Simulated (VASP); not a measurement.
Hf:

```xyz
1
Lattice="0.0000 2.2200 2.2200 2.2200 0.0000 2.2200 2.2200 2.2200 0.0000" Properties=species:S:1:pos:R:3 pbc="T T T"
Hf    0.0000    0.0000    0.0000
```

| Item | Value |
| --- | --- |
| Program | VASP 6.6.1 |
| Task | relaxation of cell and atoms |
| Functional | LDA |
| Potentials or basis | VASP PAW LDA potentials, release 64 (Hf_pv) |
| Cutoff | 600 eV |
| k mesh | 10 × 10 × 10 |
| Occupations | fermi-dirac, width 0.05 eV |
| Spin | no spin polarisation |

At the start: pressure -5.7 GPa; volume 21.88 Å³/atom.

Q: How do energy, volume and symmetry change on relaxing?

A: Over 4 steps the energy falls by 20.5 meV/atom and the volume is 20.77 Å³/atom (-5.1 %); space group Fm-3m (No. 225, to 0.05 Å).

Step by step:
```
step  energy change (eV)  largest force (eV/Å)  pressure (GPa)  volume (Å³)
   1              0.0000                0.0000           -5.71        21.88
   2              0.0112                0.0000            8.34        19.50
   3             -0.0205                0.0000           -0.09        20.79
   4             -0.0205                0.0000            0.03        20.77
```

Final structure:
```xyz
1
Lattice="0.0000 2.1817 2.1817 2.1817 0.0000 2.1817 2.1817 2.1817 0.0000" Properties=species:S:1:pos:R:3 pbc="T T T"
Hf    0.0000    0.0000    0.0000
```
